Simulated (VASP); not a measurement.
# Pd (Im-3m) in VASP: a series of runs

Pd is run at these levels: BLYP; tasks: single point.

Program: VASP 6.6.1. These are calculated values, not measurements. Logs are shortened: lines on timing, memory, paths and dates and some standing lists are left out, and cuts for length are marked.

### Step 1. The cell of the first run

Symmetry: Im-3m, No. 229, cubic system. The conventional cell has a = 3.208 Å, b = 3.208 Å, c = 3.208 Å, α = 90.00°, β = 90.00°, γ = 90.00°. Pd (site symmetry m-3m) has 14 Pd at 2.78 to 3.21 Å within 3.7 Å.

### Step 2. Single point, BLYP

INCAR reads:

```
PREC = Accurate
ENCUT = 520
EDIFF = 1E-6
ISMEAR = -1
SIGMA = 0.1
LREAL = F
LASPH = T
NELM = 100
ALGO = Normal
ISIF = 2
LWAVE = F
LCHARG = T
GGA = B5
ALDAX = 1.0
AGGAX = 1.0
AGGAC = 1.0
ALDAC = 0.0
LELF = T
LVHAR = T
NBANDS = 11
```

KPOINTS reads:

```
Automatic mesh
0
Gamma
  15 15 15
```

POSCAR reads:

```
Pd
1.0
   -1.6038113644      1.6038113644      1.6038113644
    1.6038113644     -1.6038113644      1.6038113644
    1.6038113644      1.6038113644     -1.6038113644
Pd
1
Direct
    0.0000000000      0.0000000000      0.0000000000
```

Potentials or basis: VASP PAW PBE potentials, release 64 (Pd).

Launch:

```
> cat potpaw_PBE.64/Pd/POTCAR > POTCAR
> mpirun -np 1 vasp_std > vasp.out
```

OUTCAR:

```text
PREC = Accurate
   ENCUT = 520
   EDIFF = 1E-6
   ISMEAR = -1
   LREAL = F
   LASPH = T
   NELM = 100
   ISIF = 2
   GGA = B5

 ion  position               nearest neighbor table
   1  0.000  0.000  0.000-

  LATTYP: Found a body centered cubic cell.
 ALAT       =     3.2076227288

  Lattice vectors:

 A1 = (  -1.6038113644,   1.6038113644,   1.6038113644)
 A2 = (   1.6038113644,  -1.6038113644,   1.6038113644)
 A3 = (   1.6038113644,   1.6038113644,  -1.6038113644)

Analysis of symmetry for initial positions (statically):
=====================================================================
 Subroutine PRICEL returns:
 Original cell was already a primitive cell.

 Routine SETGRP: Setting up the symmetry group for a
 body centered cubic supercell.

 Subroutine GETGRP returns: Found 48 space group operations
 (whereof 48 operations were pure point group operations)
 out of a pool of 48 trial point group operations.

The static configuration has the point symmetry O_h .

Analysis of symmetry for dynamics (positions and initial velocities):
=====================================================================
 Subroutine PRICEL returns:
 Original cell was already a primitive cell.

 Routine SETGRP: Setting up the symmetry group for a
 body centered cubic supercell.

 Subroutine GETGRP returns: Found 48 space group operations
 (whereof 48 operations were pure point group operations)
 out of a pool of 48 trial point group operations.

The dynamic configuration has the point symmetry O_h .

 Subroutine INISYM returns: Found 48 space group operations
 (whereof 48 operations are pure point group operations),
 and found     1 'primitive' translations

----------------------------------------------------------------------------------------

                                     Primitive cell

  volume of cell :      16.5014

  direct lattice vectors                    reciprocal lattice vectors
    -1.603811364  1.603811364  1.603811364     0.000000000  0.311757362  0.311757362
     1.603811364 -1.603811364  1.603811364     0.311757362  0.000000000  0.311757362
     1.603811364  1.603811364 -1.603811364     0.311757362  0.311757362  0.000000000

  length of vectors
     2.777882769  2.777882769  2.777882769     0.440891489  0.440891489  0.440891489

  position of ions in fractional coordinates (direct lattice)
     0.000000000  0.000000000  0.000000000

  ion indices of the primitive-cell ions
   primitive index   ion index
                 1           1

----------------------------------------------------------------------------------------

 KPOINTS: Automatic mesh

Automatic generation of k-mesh.
 Grid dimensions read from file:
 generate k-points for:   15   15   15

 Generating k-lattice:

  Cartesian coordinates                     Fractional coordinates (reciprocal lattice)
     0.000000000  0.020783824  0.020783824     0.066666667  0.000000000  0.000000000
     0.020783824  0.000000000  0.020783824     0.000000000  0.066666667  0.000000000
     0.020783824  0.020783824  0.000000000     0.000000000  0.000000000  0.066666667

  Length of vectors
     0.029392766  0.029392766  0.029392766

  Shift w.r.t. Gamma in fractional coordinates (k-lattice)
     0.000000000  0.000000000  0.000000000

 Subroutine IBZKPT returns following result:
 ===========================================

 Found    120 irreducible k-points:

 Following reciprocal coordinates:
            Coordinates               Weight
  0.000000  0.000000  0.000000      1.000000
  0.066667  0.000000  0.000000     12.000000
  0.133333  0.000000  0.000000     12.000000
  0.200000  0.000000  0.000000     12.000000
  0.266667  0.000000  0.000000     12.000000
  0.333333  0.000000  0.000000     12.000000
[... 16 lines left out ...]
  0.333333  0.200000  0.000000     48.000000
  0.400000  0.200000  0.000000     24.000000
 [... further k-points ...]
   k-points           NKPTS =    120   k-points in BZ     NKDIM =    120   number of bands    NBANDS=     11
   number of dos      NEDOS =    301   number of ions     NIONS =      1
   total plane-waves  NPLWV =  13824
   dimension x,y,z NGX =    24 NGY =   24 NGZ =   24
   dimension x,y,z NGXF=    48 NGYF=   48 NGZF=   48
   ions per type =               1
   NGX,Y,Z   is equivalent  to a cutoff of  14.36, 14.36, 14.36 a.u.
   NGXF,Y,Z  is equivalent  to a cutoff of  28.73, 28.73, 28.73 a.u.
 SYSTEM =  unknown system
   PREC   = accura    normal or accurate (medium, high low for compatibility)
   ISTART =      0    job   : 0-new  1-cont  2-samecut
   ICHARG =      2    charge: 1-file 2-atom 10-const
   ISPIN  =      1    spin polarized calculation?
   LNONCOLLINEAR =      F non collinear calculations
   LSORBIT =      F    spin-orbit coupling
   LASPH  =      T    aspherical Exc in radial PAW
   ENCUT  =  520.0 eV  38.22 Ry    6.18 a.u.   5.17  5.17  5.17*2*pi/ulx,y,z
   NELM   =    100;   NELMIN=  2; NELMDL= -5     # of ELM steps
   EDIFF  = 0.1E-05   stopping-criterion for ELM
   LREAL  =      F    real-space projection
   EDIFFG = 0.1E-04   stopping-criterion for IOM
   NSW    =      0    number of steps for IOM
   IBRION =     -1    ionic relax: 0-MD 1-quasi-New 2-CG
   NFREE  =      0    steps in history (QN), initial steepest desc. (CG)
   ISIF   =      2    stress and relaxation
   ISYM   =      2    0-nonsym 1-usesym 2-fastsym
   POTIM  = 0.5000    time-step for ionic-motion
   TEBEG  =    0.0;   TEEND  =   0.0 temperature during run
   PSTRESS=    0.0 pullay stress
   NELECT =      10.0000    total number of electrons
   NUPDOWN=      -1.0000    fix difference up-down
   EMIN   =  10.00;   EMAX   =-10.00  energy-range for DOS
   EFERMI =   0.00;   METHOD = LEGACY
   ISMEAR =    -1;   SIGMA  =   0.10  broadening in eV -4-tet -1-fermi 0-gaus
   EFERMI_NEDOS =   21; number of points for ismear=-14 and -15
   IALGO  =     38    algorithm
   IMIX   =      4    mixing-type and parameters
     AMIX     =   0.40;   BMIX     =  1.00
     AMIX_MAG =   1.60;   BMIX_MAG =  1.00
  volume/ion in A,a.u.               =      16.50       111.36
  Fermi-wavevector in a.u.,A,eV,Ry     =   1.385378  2.617984 26.113275  1.919272
  Thomas-Fermi vector in A             =   2.509794
   LORBIT       =      0    0 simple, 1 ext, 2 COOP (PROOUT), +10 PAW based schemes
   GGA     = B5    functional components
   LHFCALC =     F    Hartree Fock is set to
   AEXX    =    0.0000 exact exchange contribution
   IVDW    =     0    specifies the selected vdW correction
   LEPSILON=     F    determine dielectric tensor
   LRPA    =     F    only Hartree local field effects (RPA)
 non-spin polarized calculation
  energy-cutoff  :      520.00
  volume of cell :       16.50
 maximum number of plane-waves:       458
 NGX is ok and might be reduce to    24
   NGX = 11   NGY = 11   NGZ = 11

 number of electron      10.0000000 magnetization

 number of electron       9.9999998 magnetization

 Free energy of the ion-electron system (eV)
  ---------------------------------------------------
  ext. energy  EPLUGINS =         0.00000000
  ---------------------------------------------------
  free energy    TOTEN  =        -4.37301299 eV

  energy without entropy =       -4.32695454  energy(sigma->0) =       -4.34998376

 E-fermi :   8.5138     XC(G=0): -11.8779

 val. band max:        8.4997061657   @ k =  -0.4000  -0.4667   0.2667
 cond. band min:       8.5165989233   @ k =  -0.4000  -0.4667   0.1333
 fundamental gap:      0.0168927577
 Fermi energy:         8.5137922716

 k-point     1 :       0.0000    0.0000    0.0000
  band No.  band energies     occupation
      1       2.3440      2.00000
      2       6.0051      2.00000
      3       6.0051      2.00000
      4       6.0051      2.00000
      5       7.6895      1.99947
      6       7.6895      1.99947
      7      27.8917      0.00000
      8      27.8917      0.00000
      9      27.8917      0.00000
     10      34.9906      0.00000
     11      35.4067      0.00000

 k-point     2 :       0.0667    0.0000    0.0000
  band No.  band energies     occupation
      1       2.4994      2.00000
      2       5.9579      2.00000
      3       6.0093      2.00000
      4       6.1089      2.00000
      5       7.6352      1.99969
      6       7.6929      1.99946
      7      27.7198      0.00000
      8      27.8958      0.00000
      9      28.0583      0.00000
     10      33.5413      0.00000
     11      33.8759      0.00000

 k-point     3 :       0.1333    0.0000    0.0000
  band No.  band energies     occupation
      1       2.9413      2.00000
      2       5.8267      2.00000
      3       6.0213      2.00000
      4       6.4112      2.00000
      5       7.5155      1.99991
      6       7.7047      1.99939
      7      26.8944      0.00000
      8      27.6871      0.00000
      9      28.5299      0.00000
     10      32.3388      0.00000
     11      32.3745      0.00000

 k-point     4 :       0.2000    0.0000    0.0000
  band No.  band energies     occupation
      1       3.5649      2.00000
      2       5.6397      2.00000
      3       6.0911      2.00000
      4       6.8833      2.00000
      5       7.4255      1.99996
      6       7.7275      1.99923
      7      25.0306      0.00000
      8      26.9069      0.00000
      9      29.2235      0.00000
     10      31.0136      0.00000
     11      31.7181      0.00000
[... 239 lines left out ...]
 k-point    22 :       0.2667    0.2000    0.0000
  band No.  band energies     occupation
      1       4.7407      2.00000
      2       5.3803      2.00000
      3       6.3329      2.00000
      4       7.4476      1.99995
      5       7.9975      1.98861
      6      10.6394      0.00000
      7      19.1348      0.00000
      8      21.0272      0.00000
      9      25.5584      0.00000
     10      30.6160      0.00000
     11      33.8422      0.00000

 k-point    23 :       0.3333    0.2000    0.0000
  band No.  band energies     occupation
      1       4.6686      2.00000
      2       5.2953      2.00000
      3       6.6372      2.00000
      4       7.5646      1.99985
      5       8.1023      1.96786
      6      12.1442      0.00000
      7      16.9399      0.00000
      8      20.3880      0.00000
      9      25.0941      0.00000
     10      31.1533      0.00000
     11      33.5186      0.00000

 k-point    24 :       0.4000    0.2000    0.0000
  band No.  band energies     occupation
      1       4.6328      2.00000
      2       5.2689      2.00000
      3       6.7368      2.00000
      4       7.6055      1.99977
      5       8.1689      1.93842
      6      13.1763      0.00000
      7      15.6680      0.00000
      8      20.1583      0.00000
      9      24.9335      0.00000
     10      31.4397      0.00000
     11      33.2689      0.00000

 [... further k-points ...]
[... 5 lines left out ...]
  --------------------------------------------------------------------------------------
  -------------------------------------------------------------------------------------
  Total        0.0195964      0.0195964      0.0195964      0.0000000     -0.0000000     -0.0000000
  in kB        1.9026808      1.9026808      1.9026808      0.0000000     -0.0000000     -0.0000000
  external PRESSURE =       1.9026808 kB  Pullay stress =       0.0000000 kB

 VOLUME and BASIS-vectors are now :
 -----------------------------------------------------------------------------
  energy-cutoff  :      520.00
  volume of cell :       16.50
      direct lattice vectors                 reciprocal lattice vectors
    -1.603811364  1.603811364  1.603811364     0.000000000  0.311757362  0.311757362
     1.603811364 -1.603811364  1.603811364     0.311757362  0.000000000  0.311757362
     1.603811364  1.603811364 -1.603811364     0.311757362  0.311757362  0.000000000

 POSITION                                       TOTAL-FORCE (eV/Angst)
 -----------------------------------------------------------------------------------
      0.00000      0.00000      0.00000         0.000000      0.000000     -0.000000
 -----------------------------------------------------------------------------------
    total drift:                                0.000000      0.000000      0.000000

  FREE ENERGIE OF THE ION-ELECTRON SYSTEM (eV)
  ---------------------------------------------------
  free  energy   TOTEN  =        -4.3730129916 eV

  energy  without entropy=       -4.3269545382  energy(sigma->0) =       -4.34998376
```

Wall time 12 s (1 thread of Intel Xeon Platinum 8488C (Sapphire Rapids), shared host); peak memory 0.15 GiB.

Results:

```
Free energy            : -4.3730 eV
Pressure               : 0.2 GPa
Band gap on the k mesh : zero (band 5 reaches 8.96 eV, above the bottom of band 6 at 7.60 eV)
```

Caveat: the PAW data sets were made with another functional, which shifts forces and pressure a little.

(Continued in part 2 of 3.)
